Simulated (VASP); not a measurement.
# BaS (I4/mmm) in VASP: G0W0 quasiparticle levels with PBE

Aim: the G0W0 quasiparticle levels of BaS with PBE.

All numbers are computed with VASP 6.6.1; they aren't measurements. Logs are shortened: lines on timing, memory, paths and dates and some standing lists are left out, and cuts for length are marked.

### 1 The cell of the first run

Symmetry: I4/mmm, No. 139, tetragonal system. Conventional cell: a = 4.542 Å, b = 4.542 Å, c = 6.167 Å, α = 90.00°, β = 90.00°, γ = 90.00°. Within 4.1 Å of Ba (site symmetry 4/mmm) lie 6 S at 3.08 to 3.21 Å. S (site symmetry 4/mmm) has 6 Ba at 3.08 to 3.21 Å within 4.1 Å.

### 2 G0W0 quasiparticle levels, PBE

Input file POSCAR:

```
BaS
1.0
    0.0000000000      3.2117958731      3.2117958731
    3.0833240382      0.0000000000      3.2117958731
    3.0833240382      3.2117958731      0.0000000000
Ba S
1 1
Direct
    0.0000000000      0.0000000000      0.0000000000
    0.5000000000      0.5000000000      0.5000000000
```

Input file INCAR.step1:

```
ALGO = Normal
EDIFF = 1E-8
ENCUT = 500
GGA = PE
ISMEAR = 0
LASPH = True
LCHARG = False
LREAL = False
LWAVE = True
NELM = 60
PREC = Accurate
SIGMA = 0.01
```

Input file INCAR.step2:

```
ALGO = Exact
EDIFF = 1E-8
ENCUT = 500
GGA = PE
ISMEAR = 0
ISTART = 1
LASPH = True
LCHARG = False
LOPTICS = True
LREAL = False
LWAVE = True
NBANDS = 273
NELM = 1
PREC = Accurate
SIGMA = 0.01
```

Input file INCAR.step3:

```
ALGO = EVGW0
EDIFF = 1E-8
ENCUT = 500
ENCUTGW = 150.0
GGA = PE
ISMEAR = 0
ISTART = 1
LASPH = True
LCHARG = False
LREAL = False
LWAVE = False
NBANDS = 273
NBANDSGW = 16
NELMGW = 1
NOMEGA = 48
PREC = Accurate
PRECFOCK = Fast
SIGMA = 0.01
```

Input file KPOINTS:

```
k-points
0
Gamma
  4 4 4
```

Potentials or basis: VASP PAW PBE potentials, release 64 (Ba_sv_GW, S_GW).

Run with:

```
$ cat potpaw_PBE.64/Ba_sv_GW/POTCAR potpaw_PBE.64/S_GW/POTCAR > POTCAR
$ cp INCAR.step1 INCAR
$ mpirun -np 1 vasp_std > vasp.out
$ cp INCAR.step2 INCAR
$ mpirun -np 1 vasp_std > vasp.out
$ cp INCAR.step3 INCAR
$ mpirun -np 1 vasp_std > vasp.out
```

OUTCAR:

```text
EDIFF = 1E-8
   ENCUT = 500
   ENCUTGW = 150.0
   GGA = PE
   ISMEAR = 0
   ISTART = 1
   LASPH = True
   LREAL = False
   NELMGW = 1
   PREC = Accurate
   PRECFOCK = Fast

 ion  position               nearest neighbor table
   1  0.000  0.000  0.000-
   2  0.500  0.500  0.500-

  LATTYP: Found a body centered tetragonal cell.
 ALAT       =     4.5421652833
 C/A-ratio  =     1.3576450199

  Lattice vectors:

 A1 = (  -3.0833240382,   0.0000000000,  -3.2117958731)
 A2 = (  -3.0833240382,   0.0000000000,   3.2117958731)
 A3 = (   3.0833240382,   3.2117958731,   0.0000000000)

Analysis of symmetry for initial positions (statically):
=====================================================================
 Subroutine PRICEL returns:
 Original cell was already a primitive cell.

 Routine SETGRP: Setting up the symmetry group for a
 body centered tetragonal supercell.

 Subroutine GETGRP returns: Found 16 space group operations
 (whereof 16 operations were pure point group operations)
 out of a pool of 16 trial point group operations.

The static configuration has the point symmetry D_4h.

Analysis of symmetry for dynamics (positions and initial velocities):
=====================================================================
 Subroutine PRICEL returns:
 Original cell was already a primitive cell.

 Routine SETGRP: Setting up the symmetry group for a
 body centered tetragonal supercell.

 Subroutine GETGRP returns: Found 16 space group operations
 (whereof 16 operations were pure point group operations)
 out of a pool of 16 trial point group operations.

The dynamic configuration has the point symmetry D_4h.

 Subroutine INISYM returns: Found 16 space group operations
 (whereof 16 operations are pure point group operations),
 and found     1 'primitive' translations

----------------------------------------------------------------------------------------

                                     Primitive cell

  volume of cell :      63.6129

  direct lattice vectors                    reciprocal lattice vectors
     0.000000000  3.211795873  3.211795873    -0.162162651  0.155676145  0.155676145
     3.083324038  0.000000000  3.211795873     0.162162651 -0.155676145  0.155676145
     3.083324038  3.211795873  0.000000000     0.162162651  0.155676145 -0.155676145

  length of vectors
     4.542165283  4.452248854  4.452248854     0.273435275  0.273435275  0.273435275

  position of ions in fractional coordinates (direct lattice)
     0.000000000  0.000000000  0.000000000
     0.500000000  0.500000000  0.500000000

  ion indices of the primitive-cell ions
   primitive index   ion index
                 1           1
                 2           2

----------------------------------------------------------------------------------------

 KPOINTS: k-points

Automatic generation of k-mesh.
 Grid dimensions read from file:
 generate k-points for:    4    4    4

 Generating k-lattice:

  Cartesian coordinates                     Fractional coordinates (reciprocal lattice)
    -0.040540663  0.038919036  0.038919036     0.250000000  0.000000000  0.000000000
     0.040540663 -0.038919036  0.038919036     0.000000000  0.250000000 -0.000000000
     0.040540663  0.038919036 -0.038919036     0.000000000 -0.000000000  0.250000000

  Length of vectors
     0.068358819  0.068358819  0.068358819

  Shift w.r.t. Gamma in fractional coordinates (k-lattice)
     0.000000000  0.000000000  0.000000000

 Subroutine IBZKPT returns following result:
 ===========================================

 Found     13 irreducible k-points:

 Following reciprocal coordinates:
            Coordinates               Weight
  0.000000  0.000000  0.000000      1.000000
  0.250000  0.000000  0.000000      8.000000
  0.500000  0.000000  0.000000      4.000000
  0.250000  0.250000  0.000000      4.000000
  0.500000  0.250000  0.000000     16.000000
 -0.250000  0.250000  0.000000      8.000000
  0.500000  0.500000  0.000000      2.000000
  0.000000  0.250000  0.250000      2.000000
  0.500000  0.250000  0.250000      4.000000
 -0.250000  0.250000  0.250000      8.000000
 -0.250000  0.500000  0.250000      4.000000
  0.500000 -0.250000  0.250000      2.000000
  0.000000  0.500000  0.500000      1.000000
   k-points           NKPTS =     13   k-points in BZ     NKDIM =     64   number of bands    NBANDS=    273
   number of dos      NEDOS =    301   number of ions     NIONS =      2
   total plane-waves  NPLWV =  36864
   dimension x,y,z NGX =    36 NGY =   32 NGZ =   32
   dimension x,y,z NGXF=    72 NGYF=   64 NGZF=   64
   ions per type =               1   1
   NGX,Y,Z   is equivalent  to a cutoff of  13.18, 11.95, 11.95 a.u.
   NGXF,Y,Z  is equivalent  to a cutoff of  26.35, 23.90, 23.90 a.u.
 SYSTEM =  unknown system
   PREC   = accura    normal or accurate (medium, high low for compatibility)
   ISTART =      1    job   : 0-new  1-cont  2-samecut
   ICHARG =      0    charge: 1-file 2-atom 10-const
   ISPIN  =      1    spin polarized calculation?
   LNONCOLLINEAR =      F non collinear calculations
   LSORBIT =      F    spin-orbit coupling
   LASPH  =      T    aspherical Exc in radial PAW
   ENCUT  =  500.0 eV  36.75 Ry    6.06 a.u.   8.28  8.12  8.12*2*pi/ulx,y,z
   NELM   =     60;   NELMIN=  2; NELMDL=  0     # of ELM steps
   EDIFF  = 0.1E-07   stopping-criterion for ELM
   LREAL  =      F    real-space projection
   EDIFFG = 0.1E-06   stopping-criterion for IOM
   NSW    =      0    number of steps for IOM
   IBRION =     -1    ionic relax: 0-MD 1-quasi-New 2-CG
   NFREE  =      0    steps in history (QN), initial steepest desc. (CG)
   ISIF   =      0    stress and relaxation
   ISYM   =      3    0-nonsym 1-usesym 2-fastsym
   POTIM  = 0.5000    time-step for ionic-motion
   TEBEG  =    0.0;   TEEND  =   0.0 temperature during run
   PSTRESS=    0.0 pullay stress
   NELECT =      16.0000    total number of electrons
   NUPDOWN=      -1.0000    fix difference up-down
   EMIN   =  10.00;   EMAX   =-10.00  energy-range for DOS
   EFERMI =   0.00;   METHOD = LEGACY
   ISMEAR =     0;   SIGMA  =   0.01  broadening in eV -4-tet -1-fermi 0-gaus
   EFERMI_NEDOS =   21; number of points for ismear=-14 and -15
   IALGO  =     38    algorithm
   IMIX   =      4    mixing-type and parameters
     AMIX     =   0.40;   BMIX     =  1.00
     AMIX_MAG =   1.60;   BMIX_MAG =  1.00
  volume/ion in A,a.u.               =      31.81       214.64
  Fermi-wavevector in a.u.,A,eV,Ry     =   1.033395  1.952834 14.529741  1.067906
  Thomas-Fermi vector in A             =   2.167640
   LORBIT       =      0    0 simple, 1 ext, 2 COOP (PROOUT), +10 PAW based schemes
   GGA     = PE    functional components
   LHFCALC =     T    Hartree Fock is set to
   PRECFOCK=fast      Normal, Fast or Accurate (Low or Medium for compatibility)
   ENCUT4O =  -1.0   cutoff for four orbital integrals eV
   NKREDX  =     1    reduce k-point grid by
   NKREDY  =     1    reduce k-point grid by
   NKREDZ  =     1    reduce k-point grid by
   AEXX    =    1.0000 exact exchange contribution
   HFSCREEN=    0.0000 screening length (either q_TF or 0.3 A-1)
   HFSCREENC=   0.0000 screening length for correlation (either q_TF or 0.3 A-1)
   ENCUTFOCK=  -1.0 apply spherical cutoff to Coloumb kernel
   IVDW    =     0    specifies the selected vdW correction
   LEPSILON=     F    determine dielectric tensor
   LRPA    =     F    only Hartree local field effects (RPA)
   LRPAFORCE           =     F    calculate RPA forces
   ENCUTGW             = 150.0    cutoff for response function in eV
   ENCUTGWSOFT         = 120.0    soft cutoff for Coulomb kernel in GW response function in eV
   ENCUTLF             =  -1.0    cutoff for local field effects
   NELMGW              =     1    number of iterations in solving QP/BSE equation
   NELMHF              =     1    number of iterations in the inner HF iteration
   NKREDLFX            =     1    NKREDLFY  =   1   NKREDLFZ  =   1
 non-spin polarized calculation
 Gauss-broadening in eV      SIGMA  =   0.01
  energy-cutoff  :      500.00
  volume of cell :       63.61
 maximum number of plane-waves:      1636
 NGX is ok and might be reduce to    36
  NGX = 18; NGY = 18; NGZ = 18
   NGX = 17   NGY = 17   NGZ = 17
 maximum number of plane-waves:       276

 QP shifts <psi_nk| G(iteration)W_0 |psi_nk>: iteration 1
 for sc-GW calculations column KS-energies equals QP-energies in previous step
 and V_xc(KS)=  KS-energies - (<T + V_ion + V_H > + <T+V_H+V_ion>^1  + <V_x>^1)

 k-point   1 :       0.0000    0.0000    0.0000
  band No.  KS-energies  QP-energies   sigma(KS)   V_xc(KS)     V^pw_x(r,r')   Z            occupation Imag(sigma)

      1     -22.6780     -23.5560     -16.5463     -15.1463     -24.3999       0.6272       2.0000       1.2434
      2      -7.7519      -9.3145     -16.0059     -13.9541     -19.0926       0.7616       2.0000       0.2805
      3      -7.7330      -9.3031     -16.0095     -13.9509     -19.0233       0.7627       2.0000       0.2493
      4      -7.7330      -9.3031     -16.0095     -13.9509     -19.0233       0.7627       2.0000       0.2493
      5      -7.1426      -8.0306     -14.6615     -13.3703     -21.0603       0.6877       2.0000       1.1845
      6       3.1371       2.1593     -13.9082     -12.6024     -15.6238       0.7488       2.0000       0.1182
[... 8 lines left out ...]
     15      10.6852      12.0823      -6.9687      -8.7624      -1.8359       0.7788       0.0000      -0.2697
     16      13.2646      17.6247      -8.8943     -14.8035      -2.2159       0.7379       0.0000      -0.2244

 k-point   2 :       0.2500    0.0000    0.0000
  band No.  KS-energies  QP-energies   sigma(KS)   V_xc(KS)     V^pw_x(r,r')   Z            occupation Imag(sigma)

      1     -22.6526     -23.5241     -16.5573     -15.1729     -24.4101       0.6295       2.0000       1.2313
      2      -8.5849      -9.8530     -15.0883     -13.2690     -19.6460       0.6970       2.0000       0.6097
      3      -7.7646      -9.3313     -15.9752     -13.9158     -18.9863       0.7607       2.0000       0.2457
      4      -7.7543      -9.3203     -15.9884     -13.9339     -19.0285       0.7622       2.0000       0.2610
      5      -6.2497      -7.3089     -15.5615     -14.0976     -20.4611       0.7235       2.0000       0.7880
      6       2.0626       1.0133     -12.7403     -11.3274     -14.6120       0.7427       2.0000       0.1422
[... 8 lines left out ...]
     15      12.0475      14.5968      -8.1670     -11.5154      -2.4026       0.7614       0.0000      -0.2686
     16      12.7696      16.2385      -8.8711     -13.5142      -2.6485       0.7471       0.0000      -0.2435

 k-point   3 :       0.5000    0.0000    0.0000
  band No.  KS-energies  QP-energies   sigma(KS)   V_xc(KS)     V^pw_x(r,r')   Z            occupation Imag(sigma)

      1     -22.6269     -23.4935     -16.5680     -15.2001     -24.4206       0.6336       2.0000       1.2184
      2      -9.0236     -10.2242     -14.8315     -13.0445     -19.6478       0.6718       2.0000       0.6411
      3      -7.7956      -9.3602     -15.9424     -13.8820     -18.9506       0.7594       2.0000       0.2423
      4      -7.7647      -9.3294     -15.9712     -13.9164     -18.9968       0.7615       2.0000       0.2556
      5      -5.7538      -6.7870     -15.8101     -14.3844     -20.4585       0.7247       2.0000       0.7136
      6       1.2778       0.1635     -12.2409     -10.7268     -14.4045       0.7360       2.0000       0.1827
[... 174 lines left out ...]
      1     -22.6140     -23.4880     -16.5800     -15.2143     -24.4270       0.6400       2.0000       1.2227
      2      -8.4836      -9.7543     -15.2172     -13.4005     -19.7207       0.6994       2.0000       0.5987
      3      -8.0887      -9.6736     -15.6517     -13.5439     -18.8174       0.7519       2.0000       0.3064
      4      -8.0887      -9.6736     -15.6517     -13.5439     -18.8174       0.7519       2.0000       0.3064
      5      -6.2579      -7.3020     -15.5386     -14.0921     -20.4867       0.7218       2.0000       0.7989
      6       2.0115       0.9636     -13.3281     -11.9013     -15.4126       0.7344       2.0000       0.1556
[... 8 lines left out ...]
     15      12.2344      15.0742      -8.4046     -12.1634      -2.4612       0.7555       0.0000      -0.2644
     16      12.9297      15.9621      -9.6184     -13.6997      -3.5390       0.7430       0.0000      -0.2573

 k-point  13 :       0.0000    0.5000    0.5000
  band No.  KS-energies  QP-energies   sigma(KS)   V_xc(KS)     V^pw_x(r,r')   Z            occupation Imag(sigma)

      1     -22.6064     -23.4818     -16.5870     -15.2205     -24.4294       0.6407       2.0000       1.2245
      2      -8.2888      -9.8812     -15.4953     -13.3728     -18.8188       0.7503       2.0000       0.3679
      3      -7.9702      -9.5444     -15.7947     -13.7041     -18.9097       0.7530       2.0000       0.2845
      4      -7.9702      -9.5444     -15.7947     -13.7041     -18.9097       0.7530       2.0000       0.2845
      5      -7.0629      -7.9306     -14.7590     -13.4977     -21.1549       0.6881       2.0000       1.1720
      6       2.9365       1.8835     -13.9012     -12.4935     -15.7532       0.7480       2.0000       0.1230
[... 8 lines left out ...]
     15      11.1248      11.8713      -9.6201     -10.5771      -5.2158       0.7800       0.0000      -0.1685
     16      12.3019      15.6462      -8.4780     -12.9418      -2.2802       0.7492       0.0000      -0.2397
```

It took 29 min on 1 thread of Intel Xeon 8259CL, shared host; peak memory 1.1 GiB.

What came out:

```yaml
Quasiparticle_gap: 3.28 eV
Least_direct_quasiparticle_gap: 3.43 eV
Band_gap_of_the_starting_levels_on_the_mesh: 2.04 eV
Least_direct_gap_of_the_starting_levels_on_the_mesh: 2.15 eV
```

Caveat: the k points lie up to 0.43 Å⁻¹ apart; bands, screening cutoff and mesh are small and nothing is extrapolated, so the quasiparticle values aren't converged; spin-orbit coupling is left out, which moves the levels of the heavy elements.
